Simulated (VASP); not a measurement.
## ReSbN: single point with PBE

ReSbN:

```
Re Sb N
1.0
     3.43212    0.00000    0.00000
     0.00000    3.43212    0.00000
     0.00000    0.00000    8.59263
Re Sb N
2 2 2
Cartesian
  0.0000 1.7161 7.5034
  1.7161 0.0000 1.0892
  0.0000 1.7161 2.8653
  1.7161 0.0000 5.7273
  0.0000 0.0000 0.0000
  1.7161 1.7161 0.0000
```

```json
{
 "Program": "VASP 6.6.1",
 "Task": "single point",
 "Functional": "PBE",
 "Potentials or basis": "VASP PAW PBE potentials, release 64 (Re, Sb, N)",
 "Cutoff": "520 eV",
 "k mesh": "6 × 6 × 3",
 "Occupations": "fermi-dirac, width 0.1 eV",
 "Spin": "no spin polarisation",
 "Dipole correction": "no",
 "Further INCAR settings": "ALGO = Normal; EDIFF = 1e-06; NBANDS = 26"
}
```

* Pressure: 0.0 GPa
* Largest force: 0.098 eV/Å
* Band gap on the k mesh: zero (bands 17 and 18 overlap by 1.90 eV)

Forces in eV/Å, atoms in the order of the input:
```
Re   0.000  0.000  0.098
Re   0.000  0.000 -0.098
Sb   0.000  0.000  0.007
Sb   0.000  0.000 -0.007
N    0.000  0.000  0.000
N    0.000  0.000  0.000
```

Stress tensor (GPa, compression positive):
```
 0.21  0.00  0.00
 0.00  0.21  0.00
 0.00  0.00 -0.30
```

Levels at points of the mesh, in eV from the Fermi level:
| k point | band 15 | band 16 | band 17 | band 18 | band 19 | band 20 |
| --- | --- | --- | --- | --- | --- | --- |
| (0.00, 0.00, 0.00) | 0.17 | 0.41 | 0.41 | 1.05 | 1.60 | 1.64 |
| (0.50, 0.00, 0.00) | -1.08 | -1.08 | 0.22 | 0.22 | 2.23 | 2.23 |
| (0.50, 0.50, 0.00) | -1.64 | -1.64 | -0.43 | -0.43 | 1.15 | 1.15 |

It took 110 s on 1 thread of Intel Xeon 8259CL, on a shared host, peak memory 0.24 GiB.

Caveat: spin-orbit coupling is left out, which moves the levels of the heavy elements; this functional lacks dispersion, which binds layers or chains, so the pressure and a relaxed spacing across them are unreliable.
